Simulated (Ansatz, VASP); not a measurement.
**GaN in VASP and in Ansatz**

```
CELL_PARAMETERS angstrom
0.00000 2.09050 2.09050
2.09050 0.00000 2.09050
2.09050 2.09050 0.00000
ATOMIC_POSITIONS crystal
Ga 0.00000 0.00000 0.00000
N 0.50000 0.50000 0.50000
```

Alike in both runs: functional LDA; k mesh 14 × 14 × 14; occupations gaussian, width 0.02 eV; no spin polarisation.

Ansatz relaxed the structure, and its values are those at the end. VASP's run is a single point on that final structure, the one shown.

|  | VASP | Ansatz |
| --- | --- | --- |
| version | VASP 6.6.1 | Ansatz 0.2.0 |
| potentials or method | VASP PAW LDA potentials, release 64 (Ga_d, N), cutoff 520 eV | scalar-relativistic, plane waves, PAW |
| valence electrons in the cell | 18 | 18 |

|  | VASP | Ansatz | Ansatz less VASP |
| --- | --- | --- | --- |
| gap on the k mesh at the Fermi level (eV) | 0.62 | 0.60 | -0.019 |
| least direct gap on the mesh (eV) | 3.25 | 3.22 | -0.030 |
| pressure (GPa) | 1.5 | 0.0 | -1.48 |

LDA's correlation is that of Perdew and Zunger in VASP and of Perdew and Wang (1992) in Ansatz.
